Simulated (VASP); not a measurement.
# HfOs: relaxation of cell and atoms with LDA

HfOs:

```
Hf Os
1.0
     3.20252    0.00000    0.00000
     0.00000    3.20252    0.00000
     0.00000    0.00000    3.20252
Hf Os
1 1
Direct
  0.00000 0.00000 0.00000
  0.50000 0.50000 0.50000
```

| Quantity | Value |
| --- | --- |
| Program | VASP 6.6.1 |
| Task | relaxation of cell and atoms |
| Functional | LDA |
| Potentials or basis | VASP PAW LDA potentials, release 64 (Hf_pv, Os) |
| Cutoff | 600 eV |
| k mesh | 7 × 7 × 7 |
| Occupations | fermi-dirac, width 0.05 eV |
| Spin | no spin polarisation |
| Dipole correction | no |
| Further INCAR settings | ALGO = Normal; EDIFF = 1e-06; IBRION = 2; EDIFFG = -0.02; NSW = 80; ISIF = 3 |

```yaml
Pressure_after_relaxing: -0.2 GPa
Band_gap_on_the_k_mesh: zero (bands 9 and 10 overlap by 0.54 eV)
```

Final structure:
```
CELL_PARAMETERS angstrom
3.20252 0.00000 0.00000
0.00000 3.20252 0.00000
0.00000 0.00000 3.20252
ATOMIC_POSITIONS crystal
Hf 0.00000 0.00000 0.00000
Os 0.50000 0.50000 0.50000
```

Levels at points of the mesh, in eV from the Fermi level:
```
           k point  band 5  band 6  band 7  band 8  band 9  band 10  band 11  band 12  band 13
(0.00, 0.00, 0.00)   -5.38   -5.38   -1.45   -1.45   -1.45     2.70     2.70     6.42     6.42
```

It took 12 s on 1 thread of Intel Xeon 8259CL (shared host), peak memory 0.15 GiB.

Caveat: the relaxation stopped at its first step, so nothing moved; spin-orbit coupling is left out, which moves the levels of the heavy elements.
